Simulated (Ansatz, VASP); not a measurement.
Two plane-wave programs on MgTe

The input INCAR:

```
SYSTEM = MgTe
PREC = Accurate ; ENCUT = 600
EDIFF = 1E-6 ; ISMEAR = -1
SIGMA = 0.01 ; LREAL = .FALSE.
LASPH = .TRUE. ; NELM = 120
ALGO = Normal ; ISIF = 2
LWAVE = .FALSE. ; LCHARG = .FALSE.
GGA = PE ; NBANDS = 16
GGA_COMPAT = .FALSE.
```

Contents of KPOINTS:

```
regular mesh
0
G
  4 4 2
  0 0 0
```

File POSCAR:

```
MgTe
1.0
    4.6264132744      0.0000000000      0.0000000000
   -2.3132066372      4.0065916031      0.0000000000
    0.0000000000      0.0000000000      7.4332393113
Mg Te
2 2
Direct
    0.3333333333      0.6666666667      0.0040785909
    0.6666666667      0.3333333333      0.5040785909
    0.3333333333      0.6666666667      0.3809208539
    0.6666666667      0.3333333333      0.8809208539
```

Input for Ansatz:

```yaml
crystal:
  lattice:
    - [4.626413274442767, -1.374385304408809e-18, 1.1070446891744624e-18]
    - [-2.3132066372213833, 4.006591603084822, 3.7410127214238324e-16]
    - [1.2452154854708675e-17, 1.613140748677525e-15, 7.4332393112886805]
  atoms:
    - { symbol: Mg, position: [0.33333333333333337, 0.6666666666666669, 0.00407859085039491] }
    - { symbol: Mg, position: [0.6666666666666677, 0.3333333333333334, 0.504078590850395] }
    - { symbol: Te, position: [0.33333333333333337, 0.6666666666666667, 0.3809208539447603] }
    - { symbol: Te, position: [0.6666666666666677, 0.33333333333333337, 0.880920853944761] }
basis:
  ecutwfc: 510.0
kpoints:
  mp_grid:
    grid: [4, 4, 2]
hamiltonian:
  xc: pbe
scf:
  occupations:
    method: fermi_dirac
    width: 0.01
output:
  forces: true
  stress: true
```

Alike in both runs: task single point; functional PBE; k mesh 4 × 4 × 2; occupations fermi-dirac, width 0.01 eV; no spin polarisation.

```csv
,VASP,Ansatz
version,VASP 6.6.1,Ansatz 0.2.0
potentials or method,"VASP PAW PBE potentials, release 64 (Mg, Te), cutoff 600 eV","plane waves, PAW"
valence electrons in the cell,16,52
```

```tsv
	VASP	Ansatz	Ansatz less VASP
pressure (GPa)	0.1	0.1	+0.02
traceless stress, the component that is largest in VASP (GPa)	0.38	0.38	-0.005
rms of the force components (eV/Å)	0.035	0.035	+0.0002
```

Atom by atom the forces differ by 0.000 eV/Å (rms over components). VASP's potentials hold 16 valence electrons a cell and Ansatz's 52, so a difference there can come from the potentials and not from the codes.

The k mesh is coarse, so the values compare programs but aren't converged. Neither program's run includes spin-orbit coupling.
